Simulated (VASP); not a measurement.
Crystal: CoO.

```
Co O
1.0
     0.00000    2.13150    2.13150
     2.13150    0.00000    2.13150
     2.13150    2.13150    0.00000
Co O
1 1
Direct
  0.00000 0.00000 0.00000
  0.50000 0.50000 0.50000
```

Base run:

```yaml
Program: VASP 6.6.1
Functional: PBE
Potentials_or_basis: VASP PAW PBE potentials, release 64 (Co, O)
Cutoff: 600 eV
k_mesh: 10 × 10 × 10
Occupations: fermi-dirac, width 0.2 eV
Spin: collinear spin, ferromagnetic start
Starting_moments: "[2.5, 0.0] μB"
```

Its results: pressure -3.0 GPa; net moment 2.74 μB per cell; site moments Co +2.44; O +0.25 μB.

Problem. The run is repeated on the same cell with these changes: occupations from fermi-dirac, width 0.2 eV to fermi-dirac, width 0.3 eV. What comes out?

Solution. Pressure -3.1 GPa; net moment 2.63 μB per cell; site moments Co +2.36; O +0.23 μB.

Caveats: a cell with one magnetic atom can't hold antiferromagnetic order, which such compounds often take.
